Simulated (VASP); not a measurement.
B: single point with r2SCAN

The system is B.

```
B
1.0
     1.70791    0.00000    0.00000
    -0.85396    1.47909    0.00000
     0.00000    0.00000   15.53356
B
4
Direct
  0.00000 0.00000 0.00000
  0.00000 0.00000 0.50000
  0.33333 0.66667 0.25000
  0.66667 0.33333 0.75000
```

```json
{
 "Program": "VASP 6.6.1",
 "Task": "single point",
 "Functional": "r2SCAN",
 "Potentials or basis": "VASP PAW PBE potentials, release 64 (B)",
 "Cutoff": "520 eV",
 "k mesh": "28 × 28 × 3",
 "Occupations": "fermi-dirac, width 0.1 eV",
 "Spin": "no spin polarisation",
 "Dipole correction": "no",
 "Further INCAR settings": "ALGO = Normal; EDIFF = 1e-06; NBANDS = 14"
}
```

```yaml
Pressure: -1.1 GPa
Band_gap_on_the_k_mesh: zero (band 6 reaches 8.29 eV, above the bottom of band 7 at -3.47 eV)
```

Stress tensor (GPa, compression positive):
```
-0.93  0.00  0.00
 0.00 -0.93  0.00
 0.00  0.00 -1.31
```

Levels at points of the mesh, in eV from the Fermi level:
```
           k point  band 3  band 4  band 5  band 6  band 7  band 8  band 9  band 10  band 11  band 12
(0.00, 0.00, 0.00)  -18.31  -18.21   -8.96   -8.34   -8.34   -7.60    2.14     4.33     4.33     8.05
(0.50, 0.00, 0.00)   -9.39   -9.38    1.06    1.12    1.12    1.19    5.92     6.10     6.12     6.30
```

It took 2.4 min on 1 thread of Intel(R) Xeon(R) 6975P-C (Granite Rapids), on a shared host, peak memory 0.2 GiB.

Caveat: the PAW data sets were made with another functional, which shifts forces and pressure a little.
